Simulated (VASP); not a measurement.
Wanted: the native input for a VASP 6.6.1 run.

| Item | Value |
| --- | --- |
| Task | single point |
| Functional | PBE |
| Potentials or basis | VASP PAW PBE potentials, release 64 (Sn_d, O, H) |
| Cutoff | 520 eV |
| k mesh | 3 × 3 × 3 |
| Occupations | gaussian, width 0.02 eV |
| Spin | no spin polarisation |
| Dipole correction | no |
| Further INCAR settings | ALGO = Normal; EDIFF = 1e-06; NBANDS = 64 |

The structure of Sn4HO8 (a cell with a defect) lies in POSCAR:

```
Sn4HO8
1.0
    0.0000000000      4.8271903452     -3.2381522545
    0.0000000000     -4.8271903452     -3.2381522545
   -4.8271903452      0.0000000000      3.2381522545
Sn O H
4 8 1
Direct
    0.2648905264      0.7540889692      0.5189795349
    0.7351095022      0.2459110593      0.4810206008
    0.0000000000      0.0000000000      0.0000000000
    0.4999999607      0.4999999607      0.0000000000
    0.5652472342      0.7794099098      0.8446571833
    0.0421945260      0.3225511938      0.8647456805
    0.9578053989      0.6774487311      0.1352542480
    0.4347528452      0.2205901696      0.1553427452
    0.4601048864      0.1901739520      0.6591585938
   -0.0310153225      0.6990538789      0.6591588010
    0.5398950386      0.8098259729      0.3408413347
    0.0310152189      0.3009461532      0.3408411275
    0.9999999267      0.4999999625      0.9999999285
```

These files were run (other wordings do the same):

INCAR

```
PREC     = Accurate       # precision mode
ENCUT    = 520            # plane-wave cutoff, eV
EDIFF    = 1E-6           # SCF threshold, eV
ISMEAR   = 0              # smearing method
SIGMA    = 0.02           # smearing width, eV
LREAL    = F              # projectors in reciprocal space
LASPH    = T              # aspherical terms in the spheres
NELM     = 100            # most SCF steps
ALGO     = Normal         # electronic algorithm
ISIF     = 2              # what is computed and relaxed
LWAVE    = F              # write WAVECAR
LCHARG   = F              # write CHGCAR
GGA      = PE             # functional
NBANDS   = 64             # bands
```

KPOINTS

```
Automatic mesh
0
Gamma
  3 3 3
```

Potentials or basis: VASP PAW PBE potentials, release 64 (Sn_d, O, H).

Run with:

```console
$ cat potpaw_PBE.64/Sn_d/POTCAR potpaw_PBE.64/O/POTCAR potpaw_PBE.64/H/POTCAR > POTCAR
$ mpirun -np 1 vasp_std > vasp.out
```

Results of the run:

```
Pressure      : 8.0 GPa
Largest force : 0.019 eV/Å
```

Caveat: the k points lie up to 0.45 Å⁻¹ apart; an odd number of electrons without spin polarisation forces a metal; a magnetic or distorted state may lie lower.

It took 120 s on 1 thread of Intel(R) Xeon(R) Platinum 8259CL CPU @ 2.50GHz (Skylake/Cascade Lake), on a shared host, peak memory 0.35 GiB.
